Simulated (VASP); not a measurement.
# H6C2O in VASP: notebook, part 2 of 2

VASP 6.6.1.

## 3. Relaxation of the atoms, PBE+D3(BJ)

INCAR reads:

```
SYSTEM = H6C2O
ALGO = Normal ; EDIFF = 1E-6
EDIFFG = -0.3 ; ENCUT = 520
GGA = PE ; IBRION = 2
ISIF = 2 ; ISMEAR = -1
IVDW = 12 ; LASPH = .True.
LCHARG = .False. ; LREAL = Auto
LWAVE = .False. ; NELM = 100
NSW = 35 ; PREC = Accurate
SIGMA = 0.05
```

KPOINTS reads:

```
k-points
0
Gamma
  1 1 1
  0 0 0
```

POSCAR reads:

```
H6C2O
1.0
    7.0419250000      0.0000000000      0.0000000000
    0.0000000000      7.0419250000      0.0000000000
    0.0000000000      0.0000000000      7.0419250000
C O H
8 4 24
Direct
    0.5614915000      0.4362277000      0.0675797000
    0.6305929000      0.2419301000      0.0078171000
    0.9330747000      0.8163645000      0.1842188000
    0.9860648000      0.6695477000      0.3316468000
    0.4316180000      0.7818497000      0.3177168000
    0.3804203000      0.9566204000      0.4314363000
    0.8646783000      0.4500579000      0.6945039000
    1.0588864000      0.5255863000      0.7462417000
    0.5848710000      0.2201377000     -0.1883710000
    1.0387247000      0.5012200000      0.2319077000
    0.3461367000      0.8960038000      0.6217136000
    1.0503292000      0.7274561000      0.7310584000
    0.6288053000      0.0955460000     -0.2280269000
    0.7845378000      0.2301865000      0.0308825000
    0.5614853000      0.1314977000      0.0938274000
    0.5925305000      0.4617299000      0.2175533000
    0.6311882000      0.5457352000     -0.0171956000
    0.4084002000      0.4471635000      0.0456748000
    1.0730330000      0.4060061000      0.3256263000
    1.1041794000      0.7216832000      0.4193951000
    0.8651139000      0.6426276000      0.4265948000
    0.8910783000      0.9495428000      0.2520840000
    1.0537592000      0.8437566000      0.0908309000
    0.8149771000      0.7647948000      0.0980220000
    0.3131057000      1.0075094000      0.6958847000
    0.4969871000      1.0603124000      0.4260437000
    0.2537497000      1.0249123000      0.3709405000
    0.4597462000      0.8190814000      0.1696342000
    0.5581366000      0.7149360000      0.3773152000
    0.3151877000      0.6795779000      0.3222774000
    1.1746499000      0.7772492000      0.7640871000
    1.0965750000      0.4820821000      0.8913482000
    1.1667993000      0.4668996000      0.6499109000
    0.8619451000      0.2950797000      0.7034546000
    0.7579074000      0.5075779000      0.7910844000
    0.8280484000      0.4924134000      0.5499334000
```

Potentials or basis: VASP PAW PBE potentials, release 64 (C, O, H).

Run with:

```bash
cat potpaw_PBE.64/C/POTCAR potpaw_PBE.64/O/POTCAR potpaw_PBE.64/H/POTCAR > POTCAR
mpirun -np 1 vasp_gam > vasp.out
```

OUTCAR:

```text
SYSTEM = H6C2O
   EDIFF = 1E-6
   EDIFFG = -0.3
   ENCUT = 520
   GGA = PE
   IBRION = 2
   ISIF = 2
   ISMEAR = -1
   IVDW = 12
   LASPH = .True.
   LREAL = Auto
   NELM = 100
   NSW = 35
   PREC = Accurate
 IVDW          = 12

 ion  position               nearest neighbor table
   1  0.561  0.436  0.068-  18 1.09  17 1.09  16 1.09   2 1.51
   2  0.631  0.242  0.008-  15 1.10  14 1.10   9 1.43   1 1.51
   3  0.933  0.816  0.184-  24 1.09  23 1.09  22 1.09   4 1.51
   4  0.986  0.670  0.332-  20 1.10  21 1.10  10 1.43   3 1.51
   5  0.432  0.782  0.318-  30 1.09  29 1.09  28 1.09   6 1.51
   6  0.380  0.957  0.431-  26 1.10  27 1.10  11 1.43   5 1.51
   7  0.865  0.450  0.695-  36 1.09  35 1.09  34 1.09   8 1.51
   8  0.059  0.526  0.746-  32 1.10  33 1.10  12 1.43   7 1.51
   9  0.585  0.220  0.812-  13 0.97   2 1.43
  10  0.039  0.501  0.232-  19 0.97   4 1.43
  11  0.346  0.896  0.622-  25 0.97   6 1.43
  12  0.050  0.727  0.731-  31 0.97   8 1.43
  13  0.629  0.096  0.772-   9 0.97
  14  0.785  0.230  0.031-   2 1.10
  15  0.561  0.131  0.094-   2 1.10
  16  0.593  0.462  0.218-   1 1.09
  17  0.631  0.546  0.983-   1 1.09
[... 17 lines left out ...]
  35  0.758  0.508  0.791-   7 1.09
  36  0.828  0.492  0.550-   7 1.09

  LATTYP: Found a simple cubic cell.
 ALAT       =     7.0419250000

  Lattice vectors:

 A1 = (   7.0419250000,   0.0000000000,   0.0000000000)
 A2 = (   0.0000000000,   7.0419250000,   0.0000000000)
 A3 = (   0.0000000000,   0.0000000000,   7.0419250000)

Analysis of symmetry for initial positions (statically):
=====================================================================
 Subroutine PRICEL returns:
 Original cell was already a primitive cell.

 Routine SETGRP: Setting up the symmetry group for a
 simple cubic supercell.

 Subroutine GETGRP returns: Found  1 space group operations
 (whereof  1 operations were pure point group operations)
 out of a pool of 48 trial point group operations.

The static configuration has the point symmetry C_1 .

Analysis of symmetry for dynamics (positions and initial velocities):
=====================================================================
 Subroutine PRICEL returns:
 Original cell was already a primitive cell.

 Routine SETGRP: Setting up the symmetry group for a
 simple cubic supercell.

[... 166 lines left out ...]
   IMIX   =      4    mixing-type and parameters
     AMIX     =   0.40;   BMIX     =  1.00
     AMIX_MAG =   1.60;   BMIX_MAG =  1.00
  volume/ion in A,a.u.               =       9.70        65.46
  Fermi-wavevector in a.u.,A,eV,Ry     =   1.001721  1.892978 13.652697  1.003445
  Thomas-Fermi vector in A             =   2.134161
   LORBIT       =      0    0 simple, 1 ext, 2 COOP (PROOUT), +10 PAW based schemes
   GGA     = PE    functional components
   LHFCALC =     F    Hartree Fock is set to
   AEXX    =    0.0000 exact exchange contribution
   IVDW    =    12    specifies the selected vdW correction
   LEPSILON=     F    determine dielectric tensor
   LRPA    =     F    only Hartree local field effects (RPA)
 conjugate gradient relaxation of ions
 non-spin polarized calculation
  energy-cutoff  :      520.00
  volume of cell :      349.20
 maximum number of plane-waves:      4718
 NGX is ok and might be reduce to    54
   NGX = 27   NGY = 27   NGZ = 27

--------------------------------------- Ionic step        1  -------------------------------------------

 number of electron      80.0000003 magnetization

 Free energy of the ion-electron system (eV)
  ---------------------------------------------------
  ext. energy  EPLUGINS =         0.00000000
  ---------------------------------------------------
  free energy    TOTEN  =      -186.29153200 eV

  energy without entropy =     -186.29153200  energy(sigma->0) =     -186.29153200

------------------------ aborting loop because EDIFF is reached ----------------------------------------

 Edisp (eV)   -1.50317

 E8    (eV) :    -0.3358
[... 207 lines left out ...]
  FREE ENERGIE OF THE ION-ELECTRON SYSTEM (eV)
  ---------------------------------------------------
  free  energy   TOTEN  =      -187.9365669426 eV

  energy  without entropy=     -187.9365669425  energy(sigma->0) =     -187.93656694

[... ionic steps 4 to 21 ...]

--------------------------------------- Ionic step       22  -------------------------------------------

 number of electron      80.0000007 magnetization

------------------------ aborting loop because EDIFF is reached ----------------------------------------
[... 143 lines left out ...]
--------------------------------------- Ionic step       24  -------------------------------------------

 number of electron      80.0000001 magnetization

 Free energy of the ion-electron system (eV)
  ---------------------------------------------------
  ext. energy  EPLUGINS =         0.00000000
  ---------------------------------------------------
  free energy    TOTEN  =      -187.34776195 eV

  energy without entropy =     -187.34776195  energy(sigma->0) =     -187.34776195

 E-fermi :  -0.9545     XC(G=0):  -6.8492

 val. band max:       -2.1454897202   @ k =   0.0000   0.0000   0.0000
 cond. band min:       2.2206171797   @ k =   0.0000   0.0000   0.0000
 fundamental gap:      4.3661068998
 Fermi energy:        -0.9544765115

 k-point     1 :       0.0000    0.0000    0.0000
  band No.  band energies     occupation
      1     -22.5868      2.00000
      2     -22.1395      2.00000
      3     -21.9485      2.00000
      4     -21.2572      2.00000
      5     -15.5111      2.00000
      6     -15.1727      2.00000
[... 44 lines left out ...]
     51       5.8109      0.00000
     52       6.2011      0.00000
 [bands above 52 left out]

------------------------ aborting loop because EDIFF is reached ----------------------------------------

 Edisp (eV)   -1.49105

 E8    (eV) :    -0.3319
[... 59 lines left out ...]
  FREE ENERGIE OF THE ION-ELECTRON SYSTEM (eV)
  ---------------------------------------------------
  free  energy   TOTEN  =      -188.8388084674 eV

  energy  without entropy=     -188.8388084673  energy(sigma->0) =     -188.83880847

 reached required accuracy - stopping structural energy minimisation
```

CONTCAR:

```text
H6C2O
   1.00000000000000
     7.0419250000000000    0.0000000000000000    0.0000000000000000
     0.0000000000000000    7.0419250000000000    0.0000000000000000
     0.0000000000000000    0.0000000000000000    7.0419250000000000
  C               O               H
     8     4    24
Direct
     0.5449838534386725    0.4237350354364074    0.0752016810337190
     0.6143920763325759    0.2310508511536247    0.0146422353461775
     0.9330756950661091    0.8311449814113796    0.1686200238382516
     0.9732446804859687    0.6828674629461867    0.3164967017117095
     0.4475912789238580    0.7914347834705115    0.3241934620633498
     0.3831883258515921    0.9657653232737301    0.4304065495396622
[... 28 lines left out ...]
     0.7627444262153416    0.4882464530415979    0.7815887812990749
     0.8420476289637859    0.4496927752247273    0.5459347893984517

  0.00000000E+00  0.00000000E+00  0.00000000E+00
  0.00000000E+00  0.00000000E+00  0.00000000E+00
  0.00000000E+00  0.00000000E+00  0.00000000E+00
  0.00000000E+00  0.00000000E+00  0.00000000E+00
  0.00000000E+00  0.00000000E+00  0.00000000E+00
  0.00000000E+00  0.00000000E+00  0.00000000E+00
[... 28 lines left out ...]
  0.00000000E+00  0.00000000E+00  0.00000000E+00
  0.00000000E+00  0.00000000E+00  0.00000000E+00
```

Wall time 17 min (1 thread of AMD EPYC 7R43 (Zen 3), shared host); peak memory 0.37 GiB.

Results:

| Item | Value |
| --- | --- |
| Free energy | -188.8388 eV |
| Energy gained by relaxing | 29.0 meV/atom |
| Ionic steps | 24 |
| Pressure after relaxing | 1.0 GPa |
| Largest force after relaxing | 0.249 eV/Å |
| Band gap on the k mesh | 4.37 eV |
| Dispersion energy per atom | -0.041 eV |

Forces on the atoms (eV/Å):
```
C   -0.048  0.061  0.050
C   -0.032  0.024  0.121
C    0.011  0.082 -0.175
C   -0.006 -0.035 -0.077
C    0.046 -0.059 -0.062
C    0.073  0.025 -0.104
C    0.147 -0.136 -0.078
C    0.024 -0.040  0.067
O    0.035 -0.062 -0.021
O    0.008  0.129  0.143
O   -0.135  0.004  0.044
O   -0.130  0.091 -0.093
H    0.152 -0.085 -0.065
H    0.014  0.034  0.056
H   -0.058 -0.194  0.039
H    0.007  0.045 -0.080
H   -0.083  0.055  0.075
H   -0.005 -0.100  0.026
H   -0.022  0.012 -0.131
H    0.057  0.067  0.094
H   -0.167  0.031  0.027
H   -0.016 -0.068 -0.054
H   -0.070 -0.007  0.038
H    0.079  0.068  0.000
H   -0.140 -0.029  0.054
H   -0.024  0.165  0.090
H    0.017  0.006  0.054
H   -0.061 -0.082  0.037
H   -0.019  0.123  0.075
H    0.016 -0.019 -0.061
H    0.077 -0.061  0.041
H    0.075  0.089  0.006
H   -0.015 -0.041 -0.013
H   -0.003  0.114 -0.130
H    0.180 -0.039 -0.167
H    0.016 -0.169  0.174
```

Stress tensor (GPa, compression positive):
```
 0.80  0.40 -0.42
 0.40  0.56  0.02
-0.42  0.02  1.66
```

The path:
| step | energy change (eV) | largest force (eV/Å) | pressure (GPa) |
| --- | --- | --- | --- |
| 1 | 0.0000 | 1.1116 | 2.76 |
| 2 | -0.1256 | 1.6148 | 2.60 |
| 3 | -0.1419 | 1.1109 | 2.61 |
| 4 | -0.2649 | 0.7550 | 2.30 |
| 5 | -0.3125 | 1.0803 | 1.98 |
| 6 | -0.4154 | 0.4544 | 1.99 |
| 7 | -0.4249 | 0.7456 | 2.01 |
| 8 | -0.5243 | 0.7596 | 1.51 |
| 9 | -0.5689 | 1.1775 | 0.85 |
| 10 | -0.6474 | 0.5957 | 0.73 |
| 11 | -0.7066 | 0.8275 | 0.44 |
| 12 | -0.7705 | 0.5129 | 0.61 |
| 13 | -0.7906 | 0.6277 | 0.78 |
| 14 | -0.8388 | 0.3934 | 0.93 |
| 15 | -0.8568 | 0.7498 | 1.10 |
| 16 | -0.8936 | 0.4126 | 1.22 |
| 17 | -0.9100 | 0.4354 | 1.38 |
| 18 | -0.9384 | 0.3235 | 1.22 |
| 19 | -0.9499 | 0.5810 | 1.03 |
| 20 | -0.9723 | 0.3120 | 0.89 |
| 21 | -0.9786 | 0.4435 | 0.77 |
| 22 | -1.0000 | 0.3747 | 0.82 |
| 23 | -1.0249 | 0.4238 | 0.96 |
| 24 | -1.0441 | 0.2486 | 1.01 |

Final structure:
```
C O H
1.0
     7.04192    0.00000    0.00000
     0.00000    7.04192    0.00000
     0.00000    0.00000    7.04192
C O H
8 4 24
Direct
  0.54498 0.42373 0.07520
  0.61439 0.23105 0.01464
  0.93308 0.83115 0.16862
  0.97324 0.68287 0.31650
  0.44759 0.79143 0.32419
  0.38319 0.96577 0.43041
  0.87884 0.42817 0.69624
  0.06682 0.51993 0.75151
  0.53718 0.18327 0.83058
  0.03738 0.50792 0.23055
  0.35762 0.91892 0.62723
  0.04611 0.72112 0.76465
  0.61357 0.07852 0.78307
  0.77045 0.22892 0.00696
  0.57111 0.12424 0.11903
  0.58228 0.44512 0.22512
  0.61206 0.53639 0.99129
  0.39039 0.43822 0.06100
  0.06309 0.42090 0.33498
  0.07943 0.73418 0.41732
  0.84515 0.65606 0.39984
  0.88906 0.96328 0.23959
  0.05782 0.85941 0.07932
  0.81794 0.78467 0.07384
  0.37078 0.03480 0.70412
  0.49243 0.07666 0.41669
  0.24967 0.02104 0.36863
  0.47755 0.82736 0.17541
  0.57762 0.73311 0.38645
  0.33930 0.68008 0.32575
  0.15896 0.78503 0.71200
  0.10852 0.46168 0.89067
  0.18123 0.48343 0.65026
  0.88519 0.27455 0.72547
  0.76274 0.48825 0.78159
  0.84205 0.44969 0.54593
```

Levels at points of the mesh, in eV from the valence-band top:
| k point | band 38 | band 39 | band 40 | band 41 | band 42 | band 43 |
| --- | --- | --- | --- | --- | --- | --- |
| (0.00, 0.00, 0.00) | -0.83 | -0.64 | 0.00 | 4.37 | 5.29 | 6.22 |

Caveat: the k points lie up to 0.89 Å⁻¹ apart, too coarse for converged energies, forces and pressures; the relaxation stopped at a loose force limit of 0.3 eV/Å, so its end isn't a converged minimum.
